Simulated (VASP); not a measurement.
# I (Fmmm) in VASP: further runs

I is run at these levels: r2SCAN+D3(BJ), BLYP+D3(BJ), BLYP+D4; tasks: single point, relaxation of cell and atoms.

Program: VASP 6.6.1. These are calculated values, not measurements. Logs are shortened: lines on timing, memory, paths and dates and some standing lists are left out, and cuts for length are marked.

**1. The cell of the first run**

It takes space group Fmmm (No. 69, orthorhombic). The conventional cell has a = 4.414 Å, b = 4.763 Å, c = 7.871 Å, α = 90.00°, β = 90.00°, γ = 90.00°. Within 4.8 Å of I (site symmetry mmm) lie 16 I at 3.25 to 4.76 Å.

**2. Single point, r2SCAN+D3(BJ)**

The input, POSCAR:

```
I
1.0
    0.0000000000      2.3812671275      3.9357338680
    2.2067640717      0.0000000000      3.9357338680
    2.2067640717      2.3812671275      0.0000000000
I
1
Direct
    0.0000000000      0.0000000000      0.0000000000
```

The input, INCAR.step1:

```
SYSTEM = I
  PREC = Accurate
  ENCUT = 520
  ISMEAR = -1
  SIGMA = 0.05
  LREAL = .FALSE.
  LASPH = .TRUE.
  NELM = 60
  NBANDS = 10
  GGA = PE
  ALGO = Normal
  EDIFF = 1E-4
  LWAVE = .TRUE.
  LCHARG = .FALSE.
```

The input, INCAR.step2:

```
SYSTEM = I
  PREC = Accurate
  ENCUT = 520
  EDIFF = 1E-7
  ISMEAR = -1
  SIGMA = 0.05
  LREAL = .FALSE.
  LASPH = .TRUE.
  NELM = 60
  ALGO = Normal
  ISIF = 2
  LWAVE = .FALSE.
  LCHARG = .TRUE.
  METAGGA = R2SCAN
  LMIXTAU = .TRUE.
  IVDW = 12
  VDW_S6 = 1.0
  VDW_S8 = 0.78981345
  VDW_A1 = 0.49484001
  VDW_A2 = 5.73083694
  LELF = .TRUE.
  LVHAR = .TRUE.
  NBANDS = 10
  ISTART = 1
```

The input, KPOINTS:

```
regular mesh
0
G
  9 9 9
  0 0 0
```

Potentials or basis: VASP PAW PBE potentials, release 64 (I).

Launch:

```console
cat potpaw_PBE.64/I/POTCAR > POTCAR
cp INCAR.step1 INCAR
mpirun -np 1 vasp_std > vasp.out
cp INCAR.step2 INCAR
mpirun -np 1 vasp_std > vasp.out
```

OUTCAR:

```text
SYSTEM = I
   PREC = Accurate
   ENCUT = 520
   EDIFF = 1E-7
   ISMEAR = -1
   LREAL = .FALSE.
   LASPH = .TRUE.
   NELM = 60
   ISIF = 2
   METAGGA = R2SCAN
   IVDW = 12
   ISTART = 1
 IVDW          = 12

 ion  position               nearest neighbor table
   1  0.000  0.000  0.000-

  LATTYP: Found a face centered orthorhombic cell.
 ALAT       =     4.4135281434
 B/A-ratio  =     1.0790764441
 C/A-ratio  =     1.7834864716

  Lattice vectors:

 A1 = (   0.0000000000,   2.3812671275,   3.9357338680)
 A2 = (   2.2067640717,   0.0000000000,   3.9357338680)
 A3 = (   2.2067640717,   2.3812671275,   0.0000000000)

Analysis of symmetry for initial positions (statically):
=====================================================================
 Subroutine PRICEL returns:
 Original cell was already a primitive cell.

 Routine SETGRP: Setting up the symmetry group for a
 face centered orthorhombic supercell.

 Subroutine GETGRP returns: Found  8 space group operations
 (whereof  8 operations were pure point group operations)
 out of a pool of  8 trial point group operations.

The static configuration has the point symmetry D_2h.

Analysis of symmetry for dynamics (positions and initial velocities):
=====================================================================
 Subroutine PRICEL returns:
 Original cell was already a primitive cell.

 Routine SETGRP: Setting up the symmetry group for a
 face centered orthorhombic supercell.

 Subroutine GETGRP returns: Found  8 space group operations
 (whereof  8 operations were pure point group operations)
 out of a pool of  8 trial point group operations.

The dynamic configuration has the point symmetry D_2h.

 Subroutine INISYM returns: Found  8 space group operations
 (whereof  8 operations are pure point group operations),
 and found     1 'primitive' translations

----------------------------------------------------------------------------------------

                                     Primitive cell

  volume of cell :      41.3637

  direct lattice vectors                    reciprocal lattice vectors
     0.000000000  2.381267128  3.935733868    -0.226576101  0.209972243  0.127041110
     2.206764072  0.000000000  3.935733868     0.226576101 -0.209972243  0.127041110
     2.206764072  2.381267128  0.000000000     0.226576101  0.209972243 -0.127041110

  length of vectors
     4.600047197  4.512184476  3.246573702     0.334012749  0.334012749  0.334012749

  position of ions in fractional coordinates (direct lattice)
     0.000000000  0.000000000  0.000000000

  ion indices of the primitive-cell ions
   primitive index   ion index
                 1           1

----------------------------------------------------------------------------------------

 KPOINTS: regular mesh

Automatic generation of k-mesh.
 Grid dimensions read from file:
 generate k-points for:    9    9    9

 Generating k-lattice:

  Cartesian coordinates                     Fractional coordinates (reciprocal lattice)
    -0.025175122  0.023330249  0.014115679     0.111111111  0.000000000  0.000000000
     0.025175122 -0.023330249  0.014115679     0.000000000  0.111111111 -0.000000000
     0.025175122  0.023330249 -0.014115679     0.000000000 -0.000000000  0.111111111

  Length of vectors
     0.037112528  0.037112528  0.037112528

  Shift w.r.t. Gamma in fractional coordinates (k-lattice)
     0.000000000  0.000000000  0.000000000

 Subroutine IBZKPT returns following result:
 ===========================================

 Found    125 irreducible k-points:

 Following reciprocal coordinates:
            Coordinates               Weight
  0.000000  0.000000  0.000000      1.000000
  0.111111 -0.000000 -0.000000      8.000000
  0.222222 -0.000000  0.000000      8.000000
  0.333333  0.000000  0.000000      8.000000
  0.444444 -0.000000  0.000000      8.000000
  0.111111  0.111111  0.000000      2.000000
[... 16 lines left out ...]
 -0.333333  0.333333  0.000000      4.000000
  0.444444  0.444444  0.000000      2.000000
 [... further k-points ...]
   k-points           NKPTS =    125   k-points in BZ     NKDIM =    125   number of bands    NBANDS=     10
   number of dos      NEDOS =    301   number of ions     NIONS =      1
   total plane-waves  NPLWV =  31104
   dimension x,y,z NGX =    36 NGY =   36 NGZ =   24
   dimension x,y,z NGXF=    72 NGYF=   72 NGZF=   48
   ions per type =               1
   NGX,Y,Z   is equivalent  to a cutoff of  13.01, 13.26, 12.29 a.u.
   NGXF,Y,Z  is equivalent  to a cutoff of  26.02, 26.53, 24.58 a.u.
 SYSTEM =  I
   PREC   = accura    normal or accurate (medium, high low for compatibility)
   ISTART =      1    job   : 0-new  1-cont  2-samecut
   ICHARG =      0    charge: 1-file 2-atom 10-const
   ISPIN  =      1    spin polarized calculation?
   LNONCOLLINEAR =      F non collinear calculations
   LSORBIT =      F    spin-orbit coupling
   LASPH  =      T    aspherical Exc in radial PAW
   ENCUT  =  520.0 eV  38.22 Ry    6.18 a.u.   8.55  8.39  6.04*2*pi/ulx,y,z
   NELM   =     60;   NELMIN=  2; NELMDL=  0     # of ELM steps
   EDIFF  = 0.1E-06   stopping-criterion for ELM
   LREAL  =      F    real-space projection
   EDIFFG = 0.1E-05   stopping-criterion for IOM
   NSW    =      0    number of steps for IOM
   IBRION =     -1    ionic relax: 0-MD 1-quasi-New 2-CG
   NFREE  =      0    steps in history (QN), initial steepest desc. (CG)
   ISIF   =      2    stress and relaxation
   ISYM   =      2    0-nonsym 1-usesym 2-fastsym
   POTIM  = 0.5000    time-step for ionic-motion
   TEBEG  =    0.0;   TEEND  =   0.0 temperature during run
   PSTRESS=    0.0 pullay stress
   NELECT =       7.0000    total number of electrons
   NUPDOWN=      -1.0000    fix difference up-down
   EMIN   =  10.00;   EMAX   =-10.00  energy-range for DOS
   EFERMI =   0.00;   METHOD = LEGACY
   ISMEAR =    -1;   SIGMA  =   0.05  broadening in eV -4-tet -1-fermi 0-gaus
   EFERMI_NEDOS =   21; number of points for ismear=-14 and -15
   IALGO  =     38    algorithm
   IMIX   =      4    mixing-type and parameters
     AMIX     =   0.40;   BMIX     =  1.00
     AMIX_MAG =   1.60;   BMIX_MAG =  1.00
  volume/ion in A,a.u.               =      41.36       279.14
  Fermi-wavevector in a.u.,A,eV,Ry     =   0.905526  1.711196 11.156469  0.819977
  Thomas-Fermi vector in A             =   2.029104
   LORBIT       =      0    0 simple, 1 ext, 2 COOP (PROOUT), +10 PAW based schemes
   METAGGA = R2SCAN    functional components
   LHFCALC =     F    Hartree Fock is set to
   AEXX    =    0.0000 exact exchange contribution
   IVDW    =    12    specifies the selected vdW correction
   LEPSILON=     F    determine dielectric tensor
   LRPA    =     F    only Hartree local field effects (RPA)
 non-spin polarized calculation
  energy-cutoff  :      520.00
  volume of cell :       41.36
 maximum number of plane-waves:      1131
 NGX is ok and might be reduce to    36
   NGX = 17   NGY = 17   NGZ = 13

 number of electron       7.0000000 magnetization

 Free energy of the ion-electron system (eV)
  ---------------------------------------------------
  ext. energy  EPLUGINS =         0.00000000
  ---------------------------------------------------
  free energy    TOTEN  =       -24.40021255 eV

  energy without entropy =      -24.39537935  energy(sigma->0) =      -24.39779595

 E-fermi :   3.0821     XC(G=0):  -8.5851

 val. band max:        3.0769379015   @ k =   0.4444   0.3333   0.1111
 cond. band min:       3.1096421608   @ k =  -0.1111   0.1111   0.1111
 fundamental gap:      0.0327042593
 Fermi energy:         3.0820770632

 k-point     1 :       0.0000    0.0000    0.0000
  band No.  band energies     occupation
      1     -11.2415      2.00000
      2       1.0209      2.00000
      3       3.8347      0.00000
      4       4.1367      0.00000
      5       8.1049      0.00000
      6      10.9897      0.00000
      7      11.9241      0.00000
      8      15.7514      0.00000
      9      16.0671      0.00000
     10      16.2031      0.00000

 k-point     2 :       0.1111   -0.0000   -0.0000
  band No.  band energies     occupation
      1     -11.1063      2.00000
      2       1.0220      2.00000
      3       2.8710      1.97107
      4       4.0829      0.00000
      5       8.4563      0.00000
      6      11.4358      0.00000
      7      12.9253      0.00000
      8      13.6161      0.00000
      9      16.0734      0.00000
     10      16.9596      0.00000

 k-point     3 :       0.2222   -0.0000    0.0000
  band No.  band energies     occupation
      1     -10.7288      2.00000
      2       0.7524      2.00000
      3       1.1603      2.00000
      4       4.2930      0.00000
      5       9.1864      0.00000
      6      11.7055      0.00000
      7      11.8920      0.00000
      8      15.6518      0.00000
      9      16.5296      0.00000
     10      17.3621      0.00000

 k-point     4 :       0.3333    0.0000    0.0000
  band No.  band energies     occupation
      1     -10.2155      2.00000
      2      -0.9982      2.00000
      3       1.1643      2.00000
      4       4.5677      0.00000
      5       9.0232      0.00000
      6      11.9709      0.00000
      7      12.3263      0.00000
      8      15.8091      0.00000
      9      17.3289      0.00000
     10      17.9670      0.00000
[... 222 lines left out ...]
 k-point    22 :      -0.4444    0.3333    0.0000
  band No.  band energies     occupation
      1     -10.5407      2.00000
      2      -0.4612      2.00000
      3       0.6734      2.00000
      4       4.1402      0.00000
      5      11.2962      0.00000
      6      12.2978      0.00000
      7      14.6063      0.00000
      8      17.0002      0.00000
      9      17.5122      0.00000
     10      17.8645      0.00000

 k-point    23 :      -0.3333    0.3333    0.0000
  band No.  band energies     occupation
      1     -10.0884      2.00000
      2      -1.0921      2.00000
      3       0.1245      2.00000
      4       4.4709      0.00000
      5      10.9056      0.00000
      6      11.8904      0.00000
      7      14.1154      0.00000
      8      16.1113      0.00000
      9      18.0728      0.00000
     10      18.4165      0.00000

 k-point    24 :       0.4444    0.4444    0.0000
  band No.  band energies     occupation
      1     -11.0012      2.00000
      2      -1.0140      2.00000
      3       3.6177      0.00004
      4       3.9403      0.00000
      5      10.4847      0.00000
      6      10.9858      0.00000
      7      14.0410      0.00000
      8      18.5391      0.00000
      9      18.5622      0.00000
     10      18.7635      0.00000

 [... further k-points ...]

------------------------ aborting loop because EDIFF is reached ----------------------------------------

 Edisp (eV)   -0.14836

 E8    (eV) :    -0.0517

  FORCE on cell =-STRESS in cart. coord.  units (eV):
  Direction    XX          YY          ZZ          XY          YZ          ZX
  --------------------------------------------------------------------------------------
  -------------------------------------------------------------------------------------
  Total      -0.34143    -0.36708    -0.16812     0.00000     0.00000     0.00000
  in kB     -13.22500   -14.21843    -6.51196     0.00000     0.00000     0.00000
  external pressure =      -11.32 kB  Pullay stress =        0.00 kB

 VOLUME and BASIS-vectors are now :
 -----------------------------------------------------------------------------
  energy-cutoff  :      520.00
  volume of cell :       41.36
      direct lattice vectors                 reciprocal lattice vectors
     0.000000000  2.381267128  3.935733868    -0.226576101  0.209972243  0.127041110
     2.206764072  0.000000000  3.935733868     0.226576101 -0.209972243  0.127041110
     2.206764072  2.381267128  0.000000000     0.226576101  0.209972243 -0.127041110

 POSITION                                       TOTAL-FORCE (eV/Angst)
 -----------------------------------------------------------------------------------
      0.00000      0.00000      0.00000         0.000000      0.000000     -0.000000
 -----------------------------------------------------------------------------------
    total drift:                                0.000000      0.000000      0.000000

  FREE ENERGIE OF THE ION-ELECTRON SYSTEM (eV)
  ---------------------------------------------------
  free  energy   TOTEN  =       -24.5485692750 eV

  energy  without entropy=      -24.5437360754  energy(sigma->0) =      -24.54615268
```

Wall time 5 min (1 thread of Intel Xeon 8259CL, shared host); peak memory 0.22 GiB.

What came out:

```
Free energy                : -24.5486 eV
Pressure                   : -1.1 GPa
Band gap on the k mesh     : zero (an odd number of electrons rules out a gap without spin polarisation)
Dispersion energy per atom : -0.148 eV
```

Caveat: the PAW data sets were made with another functional, which shifts forces and pressure a little; spin-orbit coupling is left out, which moves the levels of the heavy elements; an odd number of electrons without spin polarisation forces a metal; a magnetic or distorted state may lie lower.

(Part 1 of 2 ends here.)

The gap in the log of VASP goes by the Fermi energy; the results here count the filled bands.